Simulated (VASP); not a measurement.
The system is Ge.

```
Ge
1.0
     0.00000    2.82891    2.82891
     2.82891    0.00000    2.82891
     2.82891    2.82891    0.00000
Ge
2
Direct
  0.75000 0.75000 0.75000
  0.50000 0.50000 0.50000
```

```yaml
Program: VASP 6.6.1
Task: relaxation of cell and atoms
Functional: PBE-based screened hybrid with 25 % exact exchange
Potentials_or_basis: VASP PAW PBE potentials, release 64 (Ge_d)
Cutoff: 600 eV
k_mesh: 4 × 4 × 4
Occupations: fermi-dirac, width 0.05 eV
Spin: no spin polarisation
```

At the start: pressure 1.6 GPa; volume 22.64 Å³/atom.

**Question.** How do energy, volume and symmetry change on relaxing?

**Answer.** Over 5 steps the energy falls by 2.1 meV/atom and the volume is 23.10 Å³/atom (+2.0 %); space group Fd-3m (No. 227, to 0.1 Å) before and after.

The path:
```csv
step,energy change (eV),largest force (eV/Å),pressure (GPa),volume (Å³)
1,0.0000,0.0000,1.59,45.28
2,-0.0026,0.0000,-0.97,46.77
3,-0.0042,0.0000,0.13,46.18
4,-0.0042,0.0000,-0.19,46.25
5,-0.0042,0.0000,0.07,46.21
```

Final structure:
```
Ge
1.0
     0.00000    2.84809    2.84809
     2.84809    0.00000    2.84809
     2.84809    2.84809    0.00000
Ge
2
Direct
  0.75000 0.75000 0.75000
  0.50000 0.50000 0.50000
```

Caveat: the k points lie up to 0.48 Å⁻¹ apart in the final cell; the PAW data sets were made with another functional, which shifts forces and pressure a little.
